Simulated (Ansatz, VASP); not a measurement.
LiTlS2 in VASP and in Ansatz

INCAR

```
PREC     = Accurate       # precision mode
ENCUT    = 520            # plane-wave cutoff, eV
EDIFF    = 1E-6           # SCF threshold, eV
ISMEAR   = 0              # smearing method
SIGMA    = 0.01           # smearing width, eV
LREAL    = False          # projectors in reciprocal space
LASPH    = True           # aspherical terms in the spheres
NELM     = 100            # most SCF steps
ALGO     = Normal         # electronic algorithm
ISIF     = 2              # what is computed and relaxed
LWAVE    = False          # write WAVECAR
LCHARG   = True           # write CHGCAR
GGA      = PE             # functional
LELF     = True           # ELF
LVHAR    = True         
NBANDS   = 22             # bands
```

File KPOINTS:

```
regular mesh
0
Gamma
  6 6 4
```

POSCAR

```
LiTlS2
1.0
    4.0671067288      0.0000000000      0.0000000000
    0.0000000000      4.0671067288      0.0000000000
    0.0000000000      0.0000000000      5.6983910783
Li S Tl
1 2 1
Direct
    0.0000000000      0.0000000000      0.0000000000
    0.0000000000      0.5000000000      0.2296019719
    0.5000000000      0.0000000000      0.7703980281
    0.5000000000      0.5000000000      0.5000000000
```

Input for Ansatz:

```yaml
crystal:
  lattice:
    - [4.0671067288, 0.0, 0.0]
    - [0.0, 4.0671067288, 0.0]
    - [0.0, 0.0, 5.6983910783]
  atoms:
    - { symbol: Li, position: [0.0, 0.0, 0.0] }
    - { symbol: S, position: [0.0, 0.5, 0.2296019719] }
    - { symbol: Tl, position: [0.5, 0.5, 0.5] }
    - { symbol: S, position: [0.5, 0.0, 0.7703980281] }
kpoints:
  mp_grid: { grid: [6, 6, 4] }
hamiltonian:
  xc: pbe
scf:
  occupations: { method: fixed }
  n_extra_bands: 5
output:
  forces: true
  stress: true
  eigenvalues: true
```

Alike in both runs: task single point; functional PBE; k mesh 6 × 6 × 4; no spin polarisation.

|  | VASP | Ansatz |
| --- | --- | --- |
| version | VASP 6.6.1 | Ansatz 0.2.0 |
| potentials or method | VASP PAW PBE potentials, release 64 (Li_sv, S, Tl_d) | plane waves, PAW |
| plane-wave cutoff (eV) | 520 | 420 |
| occupations | gaussian, width 0.01 eV | fixed |
| valence electrons in the cell | 28 | 28 |

|  | VASP | Ansatz | Ansatz less VASP |
| --- | --- | --- | --- |
| gap on the k mesh at the Fermi level (eV) | 0.93 | 0.92 | -0.006 |
| rms of the force components (eV/Å) | 0.053 | 0.057 | +0.0042 |

Spin-orbit coupling is off throughout. Noted on VASP's run: the cutoff is short for stress, so the pressure is rough.
